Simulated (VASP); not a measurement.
## Si2Mo: single point with PBE

Si2Mo:

```xyz
3
Lattice="-1.5998 1.5998 3.9195 1.5998 -1.5998 3.9195 1.5998 1.5998 -3.9195" Properties=species:S:1:pos:R:3 pbc="T T T"
Si    0.0000    0.0000    5.2138
Si    0.0000    0.0000    2.6251
Mo    0.0000    0.0000    0.0000
```

| Quantity | Value |
| --- | --- |
| Program | VASP 6.6.1 |
| Task | single point |
| Functional | PBE |
| Potentials or basis | VASP PAW PBE potentials, release 64 (Si, Mo_sv) |
| Cutoff | 520 eV |
| k mesh | 16 × 16 × 16 |
| Occupations | fermi-dirac, width 0.05 eV |
| Spin | no spin polarisation |
| Dipole correction | no |
| Further INCAR settings | ALGO = Normal; EDIFF = 1e-06; NBANDS = 18 |

```
Pressure               : 3.4 GPa
Largest force          : 0.007 eV/Å
Band gap on the k mesh : zero (bands 11 and 12 overlap by 0.97 eV)
```

Forces in eV/Å, atoms in the order of the input:
```
Si   0.000  0.000  0.007
Si   0.000  0.000 -0.007
Mo   0.000  0.000  0.000
```

Levels at points of the mesh, in eV from the Fermi level:
```csv
k point,band 8,band 9,band 10,band 11,band 12,band 13,band 14,band 15
"(0.00, 0.00, 0.00)",-3.05,-2.62,-2.62,0.38,3.17,3.19,3.54,3.54
"(0.50, 0.00, 0.00)",-4.49,-2.57,-2.57,-0.50,2.28,3.11,4.09,4.22
"(0.50, 0.50, 0.00)",-5.20,-4.44,-3.05,-1.20,2.33,2.75,3.15,3.35
"(0.50, 0.50, 0.50)",-2.19,-0.57,-0.57,-0.48,-0.48,0.52,4.74,5.17
```

Run time: 2.1 min on 1 thread of Intel(R) Xeon(R) 6975P-C (Granite Rapids), on a shared host, peak memory 0.38 GiB.

Caveat: the cell stands under pressure.
